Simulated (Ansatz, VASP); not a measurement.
**ZrTiN: VASP beside Ansatz**

The input INCAR:

```
SYSTEM = ZrTiN
  PREC = Accurate
  ENCUT = 600
  EDIFF = 1E-6
  ISMEAR = 0
  SIGMA = 0.1
  LREAL = .False.
  LASPH = .True.
  NELM = 100
  ALGO = Normal
  ISIF = 3
  LWAVE = .False.
  LCHARG = .False.
  GGA = PE
  IBRION = 2
  NSW = 100
  EDIFFG = -0.01
```

The input KPOINTS:

```
Automatic mesh
0
Gamma
  14 14 12
  0 0 0
```

Contents of POSCAR:

```
ZrTiN
1.0
    3.2595585336      0.0000000000      0.0000000000
    0.0000000000      3.2595585336      0.0000000000
    0.0000000000      0.0000000000      4.0620083737
Zr Ti N
1 1 1
Direct
    0.0000000000      0.0000000000      0.0000000000
    0.5000000000      0.5000000000      0.5000000000
    0.5000000000      0.5000000000      0.0000000000
```

Input for Ansatz:

```yaml
crystal:
  lattice:
    - [3.2595585336, 0.0, 0.0]
    - [0.0, 3.2595585336, 0.0]
    - [0.0, 0.0, 4.0620083737]
  atoms:
    - { symbol: Zr, position: [0.0, 0.0, 0.0] }
    - { symbol: Ti, position: [0.5, 0.5, 0.5] }
    - { symbol: "N", position: [0.5, 0.5, 0.0] }
basis:
  ecutwfc: 420
kpoints:
  mp_grid: { grid: [14, 14, 12] }
hamiltonian:
  xc: pbe
scf:
  occupations: { method: gaussian, width: 0.1 }
output:
  forces: true
  stress: true
  eigenvalues: true
relax:
  adjacent_minimum: "off"
  f_tol: 0.01
  max_steps: 80
  cell: { stress_tol: 0.05 }
```

Change from the starting cell: species swapped into the ErCoC type (Pmmm, No. 47).

Alike in both runs: task relaxation of cell and atoms; functional PBE; k mesh 14 × 14 × 12; occupations gaussian, width 0.1 eV; no spin polarisation.

|  | VASP | Ansatz |
| --- | --- | --- |
| version | VASP 6.6.1 | Ansatz 0.2.0 |
| potentials or method | VASP PAW PBE potentials, release 64 (Zr_sv, Ti_sv, N), cutoff 600 eV | scalar-relativistic, plane waves, PAW |
| valence electrons in the cell | 29 | 29 |

Ansatz gave:

* gap on the k mesh at the Fermi level, each at its own relaxed structure (eV): none
* relaxed volume (Å³/atom): 14.38
* relaxed cell length with the largest relative difference (Å): 4.065

Q: Which values does VASP return?

A: gap on the k mesh at the Fermi level, each at its own relaxed structure (eV): none; relaxed volume (Å³/atom): 14.39; relaxed cell length with the largest relative difference (Å): 4.068.

A gap of «none» marks a metal or a gap that the smearing closes.
